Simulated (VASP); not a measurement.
Set up this calculation in VASP 6.6.1, as the native input.

```yaml
Task: relaxation of the atoms
Functional: PBE
Potentials_or_basis: VASP PAW PBE potentials, release 64 (C, Mg)
Cutoff: 520 eV
k_mesh: 2 × 2 × 1
Occupations: fermi-dirac, width 0.02 eV
Spin: no spin polarisation
Dipole_correction: no
Further_INCAR_settings: LREAL = Auto; ALGO = Normal; EDIFF = 1e-07; IBRION = 2; EDIFFG = -0.08; NSW = 45
```

The structure of MgC18 lies in POSCAR:

```
MgC18
1.0
    7.3980000000      0.0000000000      0.0000000000
   -3.6990000000      6.4068560000      0.0000000000
    0.0000000000      0.0000000000     12.0000000000
C Mg
18 1
Direct
    0.0000000000      0.0000000000      0.0833333000
    0.2222222000      0.1111111000      0.0833333000
    0.0000000000      0.3333333000      0.0833333000
    0.2222222000      0.4444444000      0.0833333000
    0.0000000000      0.6666667000      0.0833333000
    0.2222222000      0.7777778000      0.0833333000
    0.3333333000      0.0000000000      0.0833333000
    0.5555556000      0.1111111000      0.0833333000
    0.3333333000      0.3333333000      0.0833333000
    0.5555556000      0.4444444000      0.0833333000
    0.3333333000      0.6666667000      0.0833333000
    0.5555556000      0.7777778000      0.0833333000
    0.6666667000      0.0000000000      0.0833333000
    0.8888889000      0.1111111000      0.0833333000
    0.6666667000      0.3333333000      0.0833333000
    0.8888889000      0.4444444000      0.0833333000
    0.6666667000      0.6666667000      0.0833333000
    0.8888889000      0.7777778000      0.0833333000
    0.0489280000      0.9658241000      0.2625000000
```

These files were run (other wordings do the same):

INCAR

```
SYSTEM = MgC18
PREC = Accurate
ENCUT = 520
EDIFF = 1E-7
ISMEAR = -1
SIGMA = 0.02
LREAL = Auto
LASPH = .TRUE.
NELM = 100
ALGO = Normal
ISIF = 2
LWAVE = .FALSE.
LCHARG = .FALSE.
GGA = PE
IBRION = 2
NSW = 45
EDIFFG = -0.08
LUSENCCL = .FALSE.
```

KPOINTS

```
regular mesh
0
G
  2 2 1
  0 0 0
```

Potentials or basis: VASP PAW PBE potentials, release 64 (C, Mg).

The run is started by

```bash
$ cat potpaw_PBE.64/C/POTCAR potpaw_PBE.64/Mg/POTCAR > POTCAR
$ mpirun -np 1 vasp_std > vasp.out
```

Results of the run:

```yaml
Energy_gained_by_relaxing: 24.9 meV/atom
Ionic_steps: 34
Largest_force_after_relaxing: 0.059 eV/Å
Band_gap_on_the_k_mesh: 0.15 eV
```

Caveat: the k points lie up to 0.49 Å⁻¹ apart; the relaxation stopped at a loose force limit of 0.08 eV/Å, so its end isn't a converged minimum.

It took 13 min on 1 × NVIDIA H100 80GB with 1 thread of Intel(R) Xeon(R) Platinum 8481C CPU @ 2.70GHz (Sapphire Rapids) (shared host), peak memory 1.4 GiB.
